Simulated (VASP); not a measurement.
# Hg (Im-3m) in VASP: a series of runs

Runs on Hg. Level: PBEsol. Tasks: single point, relaxation of cell and atoms.

Everything below comes from runs of VASP 6.6.1. Logs are shortened: lines on timing, memory, paths and dates and some standing lists are left out, and cuts for length are marked.

## Step 1: The cell of the first run

Symmetry: Im-3m, No. 229, cubic system. The conventional cell has a = 3.629 Å, b = 3.629 Å, c = 3.629 Å, α = 90.00°, β = 90.00°, γ = 90.00°. Within 4.1 Å of Hg (site symmetry m-3m) lie 14 Hg at 3.14 to 3.63 Å.

## Step 2: Single point, PBEsol

INCAR

```
PREC = Accurate
ENCUT = 520
EDIFF = 1E-7
ISMEAR = -1
SIGMA = 0.08
LREAL = F
LASPH = T
NELM = 80
ALGO = Normal
ISIF = 2
LWAVE = F
LCHARG = F
GGA = PS
NBANDS = 12
```

KPOINTS

```
Automatic mesh
0
Gamma
  17 17 17
```

POSCAR

```
Hg
1.0
   -1.8143908132      1.8143908132      1.8143908132
    1.8143908132     -1.8143908132      1.8143908132
    1.8143908132      1.8143908132     -1.8143908132
Hg
1
Direct
    0.0000000000      0.0000000000      0.0000000000
```

Potentials or basis: VASP PAW PBE potentials, release 64 (Hg).

Started as:

```
cat potpaw_PBE.64/Hg/POTCAR > POTCAR
mpirun -np 1 vasp_std > vasp.out
```

OUTCAR:

```text
PREC = Accurate
   ENCUT = 520
   EDIFF = 1E-7
   ISMEAR = -1
   LREAL = F
   LASPH = T
   NELM = 80
   ISIF = 2
   GGA = PS

 ion  position               nearest neighbor table
   1  0.000  0.000  0.000-

  LATTYP: Found a body centered cubic cell.
 ALAT       =     3.6287816264

  Lattice vectors:

 A1 = (  -1.8143908132,   1.8143908132,   1.8143908132)
 A2 = (   1.8143908132,  -1.8143908132,   1.8143908132)
 A3 = (   1.8143908132,   1.8143908132,  -1.8143908132)

Analysis of symmetry for initial positions (statically):
=====================================================================
 Subroutine PRICEL returns:
 Original cell was already a primitive cell.

 Routine SETGRP: Setting up the symmetry group for a
 body centered cubic supercell.

 Subroutine GETGRP returns: Found 48 space group operations
 (whereof 48 operations were pure point group operations)
 out of a pool of 48 trial point group operations.

The static configuration has the point symmetry O_h .

Analysis of symmetry for dynamics (positions and initial velocities):
=====================================================================
 Subroutine PRICEL returns:
 Original cell was already a primitive cell.

 Routine SETGRP: Setting up the symmetry group for a
 body centered cubic supercell.

 Subroutine GETGRP returns: Found 48 space group operations
 (whereof 48 operations were pure point group operations)
 out of a pool of 48 trial point group operations.

The dynamic configuration has the point symmetry O_h .

 Subroutine INISYM returns: Found 48 space group operations
 (whereof 48 operations are pure point group operations),
 and found     1 'primitive' translations

----------------------------------------------------------------------------------------

                                     Primitive cell

  volume of cell :      23.8920

  direct lattice vectors                    reciprocal lattice vectors
    -1.814390813  1.814390813  1.814390813     0.000000000  0.275574588  0.275574588
     1.814390813 -1.814390813  1.814390813     0.275574588  0.000000000  0.275574588
     1.814390813  1.814390813 -1.814390813     0.275574588  0.275574588  0.000000000

  length of vectors
     3.142617073  3.142617073  3.142617073     0.389721319  0.389721319  0.389721319

  position of ions in fractional coordinates (direct lattice)
     0.000000000  0.000000000  0.000000000

  ion indices of the primitive-cell ions
[... 80 lines left out ...]
   ISIF   =      2    stress and relaxation
   ISYM   =      2    0-nonsym 1-usesym 2-fastsym
   POTIM  = 0.5000    time-step for ionic-motion
   TEBEG  =    0.0;   TEEND  =   0.0 temperature during run
   PSTRESS=    0.0 pullay stress
   NELECT =      12.0000    total number of electrons
   NUPDOWN=      -1.0000    fix difference up-down
   EMIN   =  10.00;   EMAX   =-10.00  energy-range for DOS
   EFERMI =   0.00;   METHOD = LEGACY
   ISMEAR =    -1;   SIGMA  =   0.08  broadening in eV -4-tet -1-fermi 0-gaus
   EFERMI_NEDOS =   21; number of points for ismear=-14 and -15
   IALGO  =     38    algorithm
   IMIX   =      4    mixing-type and parameters
     AMIX     =   0.40;   BMIX     =  1.00
     AMIX_MAG =   1.60;   BMIX_MAG =  1.00
  volume/ion in A,a.u.               =      23.89       161.23
  Fermi-wavevector in a.u.,A,eV,Ry     =   1.301321  2.459140 23.040597  1.693436
  Thomas-Fermi vector in A             =   2.432462
   LORBIT       =      0    0 simple, 1 ext, 2 COOP (PROOUT), +10 PAW based schemes
   GGA     = PS    functional components
   LHFCALC =     F    Hartree Fock is set to
   AEXX    =    0.0000 exact exchange contribution
   IVDW    =     0    specifies the selected vdW correction
   LEPSILON=     F    determine dielectric tensor
   LRPA    =     F    only Hartree local field effects (RPA)
 non-spin polarized calculation
  energy-cutoff  :      520.00
  volume of cell :       23.89
 maximum number of plane-waves:       670
   NGX = 11   NGY = 11   NGZ = 11

 number of electron      11.9999997 magnetization

 Free energy of the ion-electron system (eV)
  ---------------------------------------------------
  ext. energy  EPLUGINS =         0.00000000
  ---------------------------------------------------
  free energy    TOTEN  =        -0.55787236 eV

  energy without entropy =       -0.55274132  energy(sigma->0) =       -0.55530684

 E-fermi :   2.2906     XC(G=0): -10.9833

 val. band max:        2.2836456636   @ k =   0.4118   0.1176   0.0000
 cond. band min:       2.3868007671   @ k =  -0.4706   0.4706   0.1176
 fundamental gap:      0.1031551035
 Fermi energy:         2.2906144026

 k-point     1 :       0.0000    0.0000    0.0000
  band No.  band energies     occupation
      1      -6.5337      2.00000
      2      -4.5776      2.00000
      3      -4.5776      2.00000
      4      -4.5776      2.00000
      5      -3.6924      2.00000
      6      -3.6924      2.00000
      7      17.5450      0.00000
      8      17.5450      0.00000
      9      17.5450      0.00000
     10      18.5837      0.00000
     11      18.5837      0.00000
     12      18.5837      0.00000
[... 331 lines left out ...]
 k-point    24 :       0.1765    0.1765    0.0000
  band No.  band energies     occupation
      1      -5.0883      2.00000
      2      -4.6641      2.00000
      3      -4.4506      2.00000
      4      -3.8738      2.00000
      5      -3.6398      2.00000
      6      -2.8761      2.00000
      7       8.6798      0.00000
      8      10.7223      0.00000
      9      13.7403      0.00000
     10      18.0985      0.00000
     11      19.3269      0.00000
     12      21.2393      0.00000

 [... further k-points ...]

------------------------ aborting loop because EDIFF is reached ----------------------------------------

  FORCE on cell =-STRESS in cart. coord.  units (eV):
  Direction    XX          YY          ZZ          XY          YZ          ZX
  --------------------------------------------------------------------------------------
  -------------------------------------------------------------------------------------
  Total        0.0529546      0.0529546      0.0529546     -0.0000000      0.0000000     -0.0000000
  in kB        3.5510929      3.5510929      3.5510929     -0.0000000      0.0000000     -0.0000000
  external PRESSURE =       3.5510929 kB  Pullay stress =       0.0000000 kB

 VOLUME and BASIS-vectors are now :
 -----------------------------------------------------------------------------
  energy-cutoff  :      520.00
  volume of cell :       23.89
      direct lattice vectors                 reciprocal lattice vectors
    -1.814390813  1.814390813  1.814390813     0.000000000  0.275574588  0.275574588
     1.814390813 -1.814390813  1.814390813     0.275574588  0.000000000  0.275574588
     1.814390813  1.814390813 -1.814390813     0.275574588  0.275574588  0.000000000

 POSITION                                       TOTAL-FORCE (eV/Angst)
 -----------------------------------------------------------------------------------
      0.00000      0.00000      0.00000        -0.000000      0.000000     -0.000000
 -----------------------------------------------------------------------------------
    total drift:                               -0.000000      0.000000      0.000000

  FREE ENERGIE OF THE ION-ELECTRON SYSTEM (eV)
  ---------------------------------------------------
  free  energy   TOTEN  =        -0.5578723599 eV

  energy  without entropy=       -0.5527413208  energy(sigma->0) =       -0.55530684
```

OSZICAR:

```text
N       E                     dE             d eps       ncg     rms          rms(c)
DAV:   1     0.713005109813E+02    0.71301E+02   -0.66106E+03  4240   0.965E+02
DAV:   2     0.593174237387E+00   -0.70707E+02   -0.66319E+02  4336   0.225E+02
DAV:   3    -0.605422618967E+00   -0.11986E+01   -0.11979E+01  4596   0.326E+01
DAV:   4    -0.606457005796E+00   -0.10344E-02   -0.10344E-02  4420   0.998E-01
DAV:   5    -0.606458348217E+00   -0.13424E-05   -0.13422E-05  4512   0.348E-02    0.348E+00
DAV:   6    -0.562151987830E+00    0.44306E-01   -0.10861E-01  4612   0.371E+00    0.265E+00
DAV:   7    -0.558231249561E+00    0.39207E-02   -0.12171E-02  4592   0.107E+00    0.126E+00
DAV:   8    -0.557858793260E+00    0.37246E-03   -0.10023E-03  4212   0.427E-01    0.485E-02
DAV:   9    -0.557867447246E+00   -0.86540E-05   -0.27236E-06  4528   0.170E-02    0.116E-02
DAV:  10    -0.557872360903E+00   -0.49137E-05   -0.34789E-06  4164   0.210E-02    0.101E-03
DAV:  11    -0.557872359923E+00    0.97998E-09   -0.36699E-08  2792   0.167E-03
   1 F= -.55787236E+00 E0= -.55530684E+00  d E =-.513104E-02
```

stdout:

```text
POSCAR found type information on POSCAR Hg
 POSCAR found :  1 types and       1 ions
 scaLAPACK will be used
 -----------------------------------------------------------------------------
|                                                                             |
|                                                                             |
|     You enforced a specific xc type in the INCAR file but a different       |
|     I HOPE YOU KNOW WHAT YOU ARE DOING!                                     |
|                                                                             |
 -----------------------------------------------------------------------------

 LDA part: xc-table for (Slater+PW92), standard interpolation
 POSCAR, INCAR and KPOINTS ok, starting setup
 FFT: planning ... GRIDC
 FFT: planning ... GRID_SOFT
 FFT: planning ... GRID
 WAVECAR not read
 entering main loop
```

Wall time 10 s (1 thread of Intel Xeon 6975P-C (Granite Rapids), shared host); peak memory 0.17 GiB.

Results:

| Quantity | Value |
| --- | --- |
| Free energy | -0.5579 eV |
| Pressure | 0.4 GPa |
| Band gap on the k mesh | zero (bands 6 and 7 overlap by 3.67 eV) |

Levels at points of the mesh, in eV from the Fermi level:
| k point | band 2 | band 3 | band 4 | band 5 | band 6 | band 7 | band 8 | band 9 | band 10 | band 11 |
| --- | --- | --- | --- | --- | --- | --- | --- | --- | --- | --- |
| (0.00, 0.00, 0.00) | -6.87 | -6.87 | -6.87 | -5.98 | -5.98 | 15.25 | 15.25 | 15.25 | 16.29 | 16.29 |

Caveat: the PAW data sets were made with another functional, which shifts forces and pressure a little; spin-orbit coupling is left out, which moves the levels of the heavy elements.

## Step 3: Relaxation of cell and atoms, PBEsol, target pressure 96 GPa, at which the enthalpy is minimised

This run uses another cell than the first one, of 14.57 Å³/atom.

INCAR

```
SYSTEM = Hg
ALGO = Normal ; EDIFF = 1E-7
EDIFFG = -0.005 ; ENCUT = 600
GGA = PS ; IBRION = 2
ISIF = 3 ; ISMEAR = -1
LASPH = .TRUE. ; LCHARG = .FALSE.
LREAL = .FALSE. ; LWAVE = .FALSE.
NELM = 100 ; NSW = 60
PREC = Accurate ; PSTRESS = 960.0
SIGMA = 0.08
```

KPOINTS

```
k-points
0
G
  17 17 17
  0 0 0
```

POSCAR

```
Hg
1.0
   -1.5387714382      1.5387714382      1.5387714382
    1.5387714382     -1.5387714382      1.5387714382
    1.5387714382      1.5387714382     -1.5387714382
Hg
1
Direct
    0.0000000000      0.0000000000      0.0000000000
```

Potentials or basis: VASP PAW PBE potentials, release 64 (Hg).

Started as:

```
cat potpaw_PBE.64/Hg/POTCAR > POTCAR
mpirun -np 1 vasp_std > vasp.out
```

It took 24 s on 1 thread of Intel Xeon 6975P-C (Granite Rapids), shared host; peak memory 0.17 GiB.

Results (log left out):

```yaml
Free_energy: 0.9954 eV
Relaxed_volume: 14.72 Å³/atom
Relaxed_cell: a = 2.674 Å, b = 2.674 Å, c = 2.674 Å, α = 109.47°, β = 109.47°, γ = 109.47°
Space_group_after_relaxing_to_0.1_Å: Im-3m (No. 229)
Energy_change_on_relaxing_the_run_minimises_the_enthalpy: -89.0 meV/atom
Ionic_steps: 4
Pressure_after_relaxing: 96.0 GPa
Band_gap_on_the_k_mesh: zero (bands 6 and 7 overlap by 2.89 eV)
```

Step by step:
```
step  energy change (eV)  largest force (eV/Å)  pressure (GPa)  volume (Å³)
   1              0.0000                0.0000          100.98        14.57
   2             -0.5214                0.0000           71.64        15.55
   3             -0.0913                0.0000           95.87        14.72
   4             -0.0890                0.0000           96.00        14.72
```

Final structure:
```cif
data_structure
_symmetry_space_group_name_H-M 'P 1'
_symmetry_Int_Tables_number 1
_cell_length_a 2.6740
_cell_length_b 2.6740
_cell_length_c 2.6740
_cell_angle_alpha 109.471
_cell_angle_beta 109.471
_cell_angle_gamma 109.471
_cell_volume 14.72
loop_
_atom_site_label
_atom_site_type_symbol
_atom_site_fract_x
_atom_site_fract_y
_atom_site_fract_z
_atom_site_occupancy
Hg1 Hg 0.00000 0.00000 0.00000 1
```

Levels at points of the mesh, in eV from the Fermi level:
```csv
k point,band 4,band 5,band 6,band 7,band 8,band 9
"(0.00, 0.00, 0.00)",-10.39,-8.25,-8.25,15.32,15.32,15.32
```

Caveat: the cell is relaxed towards a set pressure, so the run minimises the enthalpy, not the energy; the PAW data sets were made with another functional, which shifts forces and pressure a little; spin-orbit coupling is left out, which moves the levels of the heavy elements.

## Step 4: Relaxation of cell and atoms, PBEsol, target pressure 96 GPa, at which the enthalpy is minimised

This run uses another cell than the first one, of 14.57 Å³/atom.

INCAR

```
SYSTEM = Hg
  PREC = Accurate
  ENCUT = 600
  EDIFF = 1E-6
  ISMEAR = -1
  SIGMA = 0.08
  LREAL = .FALSE.
  LASPH = .TRUE.
  NELM = 60
  ALGO = Normal
  ISIF = 3
  LWAVE = .FALSE.
  LCHARG = .FALSE.
  GGA = PS
  IBRION = 2
  NSW = 32
  EDIFFG = -0.005
  PSTRESS = 960.0
```

KPOINTS

```
regular mesh
0
G
  17 17 17
  0 0 0
```

POSCAR

```
Hg
1.0
   -1.5385709228      1.5385709228      1.5385709228
    1.5385709228     -1.5385709228      1.5385709228
    1.5385709228      1.5385709228     -1.5385709228
Hg
1
Direct
    0.0000000000      0.0000000000      0.0000000000
```

Started as:

```
cat potpaw_PBE.64/Hg/POTCAR > POTCAR
mpirun -np 1 vasp_std > vasp.out
```

Wall time 24 s (1 thread of Intel Xeon 6975P-C (Granite Rapids), shared host); peak memory 0.17 GiB.

Results (log left out):

```
Free energy                                                : 0.9954 eV
Relaxed volume                                             : 14.72 Å³/atom
Relaxed cell                                               : a = 2.674 Å, b = 2.674 Å, c = 2.674 Å, α = 109.47°, β = 109.47°, γ = 109.47°
Space group after relaxing (to 0.1 Å)                      : Im-3m (No. 229)
Energy change on relaxing (the run minimises the enthalpy) : -92.6 meV/atom
Ionic steps                                                : 4
Pressure after relaxing                                    : 96.0 GPa
Band gap on the k mesh                                     : zero (bands 6 and 7 overlap by 2.89 eV)
```

The path:
```tsv
step	energy change (eV)	largest force (eV/Å)	pressure (GPa)	volume (Å³)
1	0.0000	0.0000	101.18	14.57
2	-0.5400	0.0000	70.79	15.59
3	-0.0950	0.0000	95.86	14.72
4	-0.0926	0.0000	96.01	14.72
```

Final structure:
```
CELL_PARAMETERS angstrom
-1.54385 1.54385 1.54385
1.54385 -1.54385 1.54385
1.54385 1.54385 -1.54385
ATOMIC_POSITIONS crystal
Hg 0.00000 0.00000 0.00000
```

Levels at points of the mesh, in eV from the Fermi level:
| k point | band 3 | band 4 | band 5 | band 6 | band 7 | band 8 | band 9 | band 10 |
| --- | --- | --- | --- | --- | --- | --- | --- | --- |
| (0.00, 0.00, 0.00) | -10.39 | -10.39 | -8.25 | -8.25 | 15.32 | 15.32 | 15.32 | 23.46 |

Caveat: the cell is relaxed towards a set pressure, so the run minimises the enthalpy, not the energy; the PAW data sets were made with another functional, which shifts forces and pressure a little; spin-orbit coupling is left out, which moves the levels of the heavy elements.
